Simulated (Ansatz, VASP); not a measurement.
## Two plane-wave programs on Y

The input POSCAR:

```
Y
1.0
    0.0000000000      2.3856000000      2.2862000000
    2.3856000000      0.0000000000      2.2862000000
    2.3856000000      2.3856000000      0.0000000000
Y
1
Direct
    0.0000000000      0.0000000000      0.0000000000
```

Contents of INCAR.step1:

```
SYSTEM = Y
ALGO = Normal
EDIFF = 1E-4
ENCUT = 520
GGA = PE
ISMEAR = 0
LASPH = .TRUE.
LCHARG = .FALSE.
LREAL = .FALSE.
LWAVE = .TRUE.
NBANDS = 12
NELM = 80
PREC = Accurate
SIGMA = 0.15
```

The input INCAR.step2:

```
SYSTEM = Y
ALGO = Normal
EDIFF = 1E-7
ENCUT = 520
ISIF = 2
ISMEAR = 0
ISTART = 1
LASPH = .TRUE.
LCHARG = .TRUE.
LELF = .TRUE.
LMIXTAU = .TRUE.
LREAL = .FALSE.
LVHAR = .TRUE.
LWAVE = .FALSE.
METAGGA = R2SCAN
NBANDS = 12
NELM = 80
PREC = Accurate
SIGMA = 0.15
```

KPOINTS

```
k-points
0
G
  16 16 16
  0 0 0
```

Input for Ansatz:

```yaml
crystal:
  lattice:
    - [0.0, 2.3856, 2.2862]
    - [2.3856, 0.0, 2.2862]
    - [2.3856, 2.3856, 0.0]
  atoms:
    - { symbol: "Y", position: [0.0, 0.0, 0.0] }
basis:
  ecutwfc: 500
kpoints:
  mp_grid: { grid: [16, 16, 16] }
hamiltonian:
  xc: r2scan
scf:
  occupations: { method: gaussian, width: 0.15 }
output:
  forces: true
  stress: true
  eigenvalues: true
```

Change from the starting cell: strain -0.040 along x and y, -0.080 along z, atoms carried along.

Alike in both runs: task single point; functional r2SCAN; k mesh 16 × 16 × 16; occupations gaussian, width 0.15 eV; no spin polarisation.

|  | VASP | Ansatz |
| --- | --- | --- |
| version | VASP 6.6.1 | Ansatz 0.2.0 |
| potentials or method | VASP PAW PBE potentials, release 64 (Y_sv), cutoff 520 eV | scalar-relativistic, plane waves, PAW |
| valence electrons in the cell | 11 | 11 |

```tsv
	VASP	Ansatz	Ansatz less VASP
gap on the k mesh at the Fermi level (eV)	none	none	-
pressure (GPa)	13.3	13.3	-0.07
traceless stress, the component that is largest in VASP (GPa)	0.50	0.50	+0.001
```

VASP's potentials were made for PBE, not for r2SCAN. A gap of «none» marks a metal or a gap that the smearing closes. The functional is the same, so the differences come from potentials, cutoffs and numerics.
